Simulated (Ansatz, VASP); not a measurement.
**Sb in VASP and in Ansatz**

```xyz
2
Lattice="3.1105 0.0000 -0.0004 0.0000 4.3964 0.0000 -0.0101 0.0000 4.6588" Properties=species:S:1:pos:R:3 pbc="T T T"
Sb   -0.0070    3.2973    3.4938
Sb    3.1074    1.0991    1.1646
```

Change from the starting cell: strain along c alone, the other axes held, atoms relaxed: +6.0 %.

Alike in both runs: functional PBE; k mesh 14 × 10 × 10; occupations gaussian, width 0.1 eV; no spin polarisation.

Ansatz relaxed the structure, and its values are those at the end. VASP's run is a single point on that final structure, the one shown.

|  | VASP | Ansatz |
| --- | --- | --- |
| version | VASP 6.6.1 | Ansatz 0.2.0 |
| potentials or method | VASP PAW PBE potentials, release 64 (Sb), cutoff 520 eV | scalar-relativistic, plane waves, PAW |
| valence electrons in the cell | 10 | 30 |

```csv
,VASP,Ansatz,Ansatz less VASP
gap on the k mesh at the Fermi level (eV),none,none,-
pressure (GPa),-2.8,-2.7,+0.05
```

A gap of «none» marks a metal or a gap that the smearing closes. VASP's potentials hold 10 valence electrons a cell and Ansatz's 30, so a difference there can come from the potentials and not from the codes. Ansatz's warnings: stress scf threshold loose.

Spin-orbit coupling is off throughout.
